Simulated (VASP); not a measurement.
# C in VASP: further runs

C is run at these levels: PBE+D3(BJ); tasks: single point.

Everything below comes from runs of VASP 6.6.1. Logs are shortened: lines on timing, memory, paths and dates and some standing lists are left out, and cuts for length are marked.

### 1 The cell of the first run

The cell holds a slab with vacuum, 2 atoms: a = 2.466 Å, b = 2.466 Å, c = 20.000 Å, α = 90.00°, β = 90.00°, γ = 120.00°.

### 2 Single point, PBE+D3(BJ)

INCAR

```
ALGO = Normal ; DIPOL = 0.5 0.5 0.500
EDIFF = 1E-6 ; ENCUT = 520
GGA = PE ; IDIPOL = 3
ISIF = 2 ; ISMEAR = 0
IVDW = 12 ; LASPH = T
LCHARG = T ; LDIPOL = T
LELF = T ; LREAL = F
LVACPOTAV = T ; LVHAR = T
LWAVE = F ; NBANDS = 11
NELM = 100 ; PREC = Accurate
SIGMA = 0.05
```

KPOINTS

```
k-points
0
Gamma
  12 12 1
```

POSCAR

```
C
1.0
    2.4658098633      0.0000000000      0.0000000000
   -1.2329049317      2.1352770044      0.0000000000
    0.0000000000      0.0000000000     20.0000000000
C
2
Direct
    0.0833459396      0.1666918792      0.5000000000
    0.4166540604      0.8333081208      0.5000000000
```

Potentials or basis: VASP PAW PBE potentials, release 64 (C).

Started as:

```
> cat potpaw_PBE.64/C/POTCAR > POTCAR
> mpirun -np 1 vasp_std > vasp.out
```

OUTCAR:

```text
EDIFF = 1E-6
   ENCUT = 520
   GGA = PE
   ISIF = 2
   ISMEAR = 0
   IVDW = 12
   LASPH = T
   LREAL = F
   NELM = 100
   PREC = Accurate
 IVDW          = 12

 ion  position               nearest neighbor table
   1  0.083  0.167  0.500-   2 1.42   2 1.42   2 1.42
   2  0.417  0.833  0.500-   1 1.42   1 1.42   1 1.42

  Warning from LATTYP: Monoclinic adjustment (A1->A3, A2->A1, A3->A2)!
  LATTYP: Found a base centered orthorhombic cell.
 ALAT       =     2.4658098633
 B/A-ratio  =     1.7319072619
 C/A-ratio  =     8.1109254601

  Lattice vectors:

 A1 = (   1.2329049317,  -2.1352770044,   0.0000000000)
 A2 = (   1.2329049316,   2.1352770044,   0.0000000000)
 A3 = (   0.0000000000,   0.0000000000,  20.0000000000)

Analysis of symmetry for initial positions (statically):
=====================================================================
 Subroutine PRICEL returns:
 Original cell was already a primitive cell.

 Routine SETGRP: Setting up the symmetry group for a
 base centered orthorhombic supercell.

 Subroutine GETGRP returns: Found  8 space group operations
 (whereof  4 operations were pure point group operations)
 out of a pool of  8 trial point group operations.

The static configuration has the point symmetry C_2v.
 The point group associated with its full space group is D_2h.

Analysis of symmetry for dynamics (positions and initial velocities):
=====================================================================
 Subroutine PRICEL returns:
 Original cell was already a primitive cell.

 Routine SETGRP: Setting up the symmetry group for a
 base centered orthorhombic supercell.

 Subroutine GETGRP returns: Found  8 space group operations
 (whereof  4 operations were pure point group operations)
 out of a pool of  8 trial point group operations.

The dynamic configuration has the point symmetry C_2v.
 The point group associated with its full space group is D_2h.

 Subroutine INISYM returns: Found  8 space group operations
 (whereof  4 operations are pure point group operations),
 and found     1 'primitive' translations

----------------------------------------------------------------------------------------

                                     Primitive cell

  volume of cell :     105.3037

  direct lattice vectors                    reciprocal lattice vectors
     2.465809863  0.000000000  0.000000000     0.405546273  0.234161656  0.000000000
    -1.232904932  2.135277004  0.000000000     0.000000000  0.468323313  0.000000000
     0.000000000  0.000000000 20.000000000     0.000000000  0.000000000  0.050000000

  length of vectors
     2.465809863  2.465656597 20.000000000     0.468294203  0.468323313  0.050000000

  position of ions in fractional coordinates (direct lattice)
     0.083345940  0.166691879  0.500000000
     0.416654060  0.833308121  0.500000000

  ion indices of the primitive-cell ions
   primitive index   ion index
                 1           1
                 2           2

----------------------------------------------------------------------------------------

 KPOINTS: k-points

Automatic generation of k-mesh.
 Grid dimensions read from file:
 generate k-points for:   12   12    1

 Generating k-lattice:

  Cartesian coordinates                     Fractional coordinates (reciprocal lattice)
     0.033795523  0.019513471  0.000000000     0.083333333  0.000000000  0.000000000
     0.000000000  0.039026943  0.000000000     0.000000000  0.083333333  0.000000000
     0.000000000  0.000000000  0.050000000     0.000000000  0.000000000  1.000000000

  Length of vectors
     0.039024517  0.039026943  0.050000000

  Shift w.r.t. Gamma in fractional coordinates (k-lattice)
     0.000000000  0.000000000  0.000000000

 Subroutine IBZKPT returns following result:
 ===========================================

 Found     43 irreducible k-points:

 Following reciprocal coordinates:
            Coordinates               Weight
  0.000000  0.000000  0.000000      1.000000
  0.083333  0.000000  0.000000      4.000000
  0.166667 -0.000000  0.000000      4.000000
  0.250000  0.000000  0.000000      4.000000
  0.333333 -0.000000  0.000000      4.000000
  0.416667  0.000000  0.000000      4.000000
[... 16 lines left out ...]
  0.333333  0.166667  0.000000      4.000000
  0.416667  0.166667  0.000000      4.000000
 [... further k-points ...]
   k-points           NKPTS =     43   k-points in BZ     NKDIM =     43   number of bands    NBANDS=     11
   number of dos      NEDOS =    301   number of ions     NIONS =      2
   total plane-waves  NPLWV =  48600
   dimension x,y,z NGX =    18 NGY =   18 NGZ =  150
   dimension x,y,z NGXF=    36 NGYF=   36 NGZF=  300
   ions per type =               2
   NGX,Y,Z   is equivalent  to a cutoff of  12.14, 12.14, 12.47 a.u.
   NGXF,Y,Z  is equivalent  to a cutoff of  24.27, 24.27, 24.94 a.u.
 SYSTEM =  unknown system
   PREC   = accura    normal or accurate (medium, high low for compatibility)
   ISTART =      0    job   : 0-new  1-cont  2-samecut
   ICHARG =      2    charge: 1-file 2-atom 10-const
   ISPIN  =      1    spin polarized calculation?
   LNONCOLLINEAR =      F non collinear calculations
   LSORBIT =      F    spin-orbit coupling
   LASPH  =      T    aspherical Exc in radial PAW
   ENCUT  =  520.0 eV  38.22 Ry    6.18 a.u.   4.58  4.58 37.19*2*pi/ulx,y,z
   NELM   =    100;   NELMIN=  2; NELMDL= -5     # of ELM steps
   EDIFF  = 0.1E-05   stopping-criterion for ELM
   LREAL  =      F    real-space projection
   EDIFFG = 0.1E-04   stopping-criterion for IOM
   NSW    =      0    number of steps for IOM
   IBRION =     -1    ionic relax: 0-MD 1-quasi-New 2-CG
   NFREE  =      0    steps in history (QN), initial steepest desc. (CG)
   ISIF   =      2    stress and relaxation
   ISYM   =      2    0-nonsym 1-usesym 2-fastsym
   POTIM  = 0.5000    time-step for ionic-motion
   TEBEG  =    0.0;   TEEND  =   0.0 temperature during run
   PSTRESS=    0.0 pullay stress
   NELECT =       8.0000    total number of electrons
   NUPDOWN=      -1.0000    fix difference up-down
   EMIN   =  10.00;   EMAX   =-10.00  energy-range for DOS
   EFERMI =   0.00;   METHOD = LEGACY
   ISMEAR =     0;   SIGMA  =   0.05  broadening in eV -4-tet -1-fermi 0-gaus
   EFERMI_NEDOS =   21; number of points for ismear=-14 and -15
   IALGO  =     38    algorithm
   IMIX   =      4    mixing-type and parameters
     AMIX     =   0.40;   BMIX     =  1.00
     AMIX_MAG =   1.60;   BMIX_MAG =  1.00
  volume/ion in A,a.u.               =      52.65       355.31
  Fermi-wavevector in a.u.,A,eV,Ry     =   0.693357  1.310255  6.540918  0.480744
  Thomas-Fermi vector in A             =   1.775548
   LORBIT       =      0    0 simple, 1 ext, 2 COOP (PROOUT), +10 PAW based schemes
   GGA     = PE    functional components
   LHFCALC =     F    Hartree Fock is set to
   AEXX    =    0.0000 exact exchange contribution
   IVDW    =    12    specifies the selected vdW correction
   LEPSILON=     F    determine dielectric tensor
   LRPA    =     F    only Hartree local field effects (RPA)
 non-spin polarized calculation
 Gauss-broadening in eV      SIGMA  =   0.05
  energy-cutoff  :      520.00
  volume of cell :      105.30
 maximum number of plane-waves:      2870
   NGX =  9   NGY =  9   NGZ = 75

 number of electron       7.9999997 magnetization

 dipolmoment           0.000000      0.000000     -0.000000 electrons x Angstroem

 Free energy of the ion-electron system (eV)
  ---------------------------------------------------
  ext. energy  EPLUGINS =         0.00000000
  ---------------------------------------------------
  free energy    TOTEN  =       -18.44518651 eV

  energy without entropy =      -18.44440338  energy(sigma->0) =      -18.44479495

 E-fermi :  -2.7415     XC(G=0):  -2.1668

 val. band max:       -2.7426754059   @ k =   0.3333   0.3333   0.0000
 cond. band min:      -2.7402256063   @ k =   0.3333   0.3333   0.0000
 fundamental gap:      0.0024497996
 Fermi energy:        -2.7414505061

 k-point     1 :       0.0000    0.0000    0.0000
  band No.  band energies     occupation
      1     -22.2667      2.00000
      2     -10.3610      2.00000
      3      -5.7888      2.00000
      4      -5.7861      2.00000
      5       0.5187      0.00000
      6       1.3150      0.00000
      7       1.6643      0.00000
      8       2.5907      0.00000
      9       3.0273      0.00000
     10       4.7120      0.00000
     11       5.3280      0.00000

 k-point     2 :       0.0833    0.0000    0.0000
  band No.  band energies     occupation
      1     -22.1026      2.00000
      2     -10.1651      2.00000
      3      -6.4379      2.00000
      4      -6.1264      2.00000
      5       0.7414      0.00000
      6       1.5406      0.00000
      7       1.8927      0.00000
      8       2.8170      0.00000
      9       3.2530      0.00000
     10       4.9360      0.00000
     11       5.5122      0.00000

 k-point     3 :       0.1667   -0.0000    0.0000
  band No.  band energies     occupation
      1     -21.6122      2.00000
      2      -9.5829      2.00000
      3      -8.0766      2.00000
      4      -6.9184      2.00000
      5       1.4095      0.00000
      6       2.2161      0.00000
      7       2.5778      0.00000
      8       3.4946      0.00000
      9       3.9297      0.00000
     10       5.5639      0.00000
     11       5.6038      0.00000
[... 267 lines left out ...]
 k-point    23 :       0.3333    0.1667    0.0000
  band No.  band energies     occupation
      1     -17.8349      2.00000
      2     -14.1517      2.00000
      3     -10.7949      2.00000
      4      -5.3964      2.00000
      5      -0.2231      0.00000
      6       6.6906      0.00000
      7       7.2864      0.00000
      8       7.4416      0.00000
      9       8.0585      0.00000
     10       8.7577      0.00000
     11       9.3438      0.00000

 k-point    24 :       0.4167    0.1667    0.0000
  band No.  band energies     occupation
      1     -16.6028      2.00000
      2     -15.5839      2.00000
      3     -10.9798      2.00000
      4      -4.5053      2.00000
      5      -1.2896      0.00000
      6       7.1778      0.00000
      7       8.8638      0.00000
      8       8.9308      0.00000
      9       9.1302      0.00000
     10      10.0980      0.00000
     11      10.5530      0.00000

 [... further k-points ...]

------------------------ aborting loop because EDIFF is reached ----------------------------------------

 Edisp (eV)   -0.17723

 E8    (eV) :    -0.0555

  FORCE on cell =-STRESS in cart. coord.  units (eV):
  Direction    XX          YY          ZZ          XY          YZ          ZX
  --------------------------------------------------------------------------------------
  -------------------------------------------------------------------------------------
  Total       0.08448     0.08598    -0.01141    -0.00000     0.00000     0.00000
  in kB       1.28530     1.30822    -0.17360    -0.00000     0.00000     0.00000
  external pressure =        0.81 kB  Pullay stress =        0.00 kB

 VOLUME and BASIS-vectors are now :
 -----------------------------------------------------------------------------
  energy-cutoff  :      520.00
  volume of cell :      105.30
      direct lattice vectors                 reciprocal lattice vectors
     2.465809863  0.000000000  0.000000000     0.405546273  0.234161656  0.000000000
    -1.232904932  2.135277004  0.000000000     0.000000000  0.468323313  0.000000000
     0.000000000  0.000000000 20.000000000     0.000000000  0.000000000  0.050000000

 POSITION                                       TOTAL-FORCE (eV/Angst)
 -----------------------------------------------------------------------------------
     -0.00000      0.35593     10.00000         0.000000     -0.001935      0.000000
     -0.00000      1.77934     10.00000        -0.000000      0.001935      0.000000
 -----------------------------------------------------------------------------------
    total drift:                                0.000000      0.000000     -0.000000

  FREE ENERGIE OF THE ION-ELECTRON SYSTEM (eV)
  ---------------------------------------------------
  free  energy   TOTEN  =       -18.6224170946 eV

  energy  without entropy=      -18.6216339681  energy(sigma->0) =      -18.62202553

 vacuum level on the upper side and lower side of the slab         1.502         1.502
```

Run time: 51 s. Hardware: 1 thread of Intel Xeon Platinum 8259CL at 2.50GHz (Skylake/Cascade Lake), shared host; peak memory 0.22 GiB.

What came out:

| Quantity | Value |
| --- | --- |
| Free energy | -18.6224 eV |
| Dispersion energy per atom | -0.089 eV |

(Continued in part 2 of 2.)
